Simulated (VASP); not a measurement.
YbC, 2 atoms in the cell. It takes space group Pm-3m (No. 221, cubic). Conventional cell: a = 3.040 Å, b = 3.040 Å, c = 3.040 Å, α = 90.00°, β = 90.00°, γ = 90.00°. Within 3.5 Å of Yb (site symmetry m-3m) lie 8 C at 2.63 Å and 6 Yb at 3.04 Å. C (site symmetry m-3m) has 8 Yb at 2.63 Å and 6 C at 3.04 Å within 3.5 Å. 

| Property | Result |
| --- | --- |
| Program | VASP 6.6.1 |
| Task | single point |
| Functional | r2SCAN |
| Potentials or basis | VASP PAW PBE potentials, release 64 (Yb, C) |
| Cutoff | 520 eV |
| k mesh | 12 × 12 × 12 |
| Occupations | gaussian, width 0.05 eV |
| Spin | collinear spin, ferromagnetic start |
| Starting moments | [1.0, 0.0] μB |
| Dipole correction | no |
| Further INCAR settings | ALGO = Normal; EDIFF = 1e-07; NBANDS = 25 |

Potentials or basis: VASP PAW PBE potentials, release 64 (Yb, C).

The run is started by

```sh
$ cat potpaw_PBE.64/Yb/POTCAR potpaw_PBE.64/C/POTCAR > POTCAR
$ cp INCAR.step1 INCAR
$ mpirun -np 1 vasp_std > vasp.out
$ cp INCAR.step2 INCAR
$ mpirun -np 1 vasp_std > vasp.out
```

Hardware: 1 thread of Oxide Virtual Turin-like Processor, on a shared host.

Task: Estimate the wall time of this run.

Result: Wall time 12 min on 1 thread of Oxide Virtual Turin-like Processor, with other jobs on the host, peak memory 0.21 GiB. Counts: k points 84.
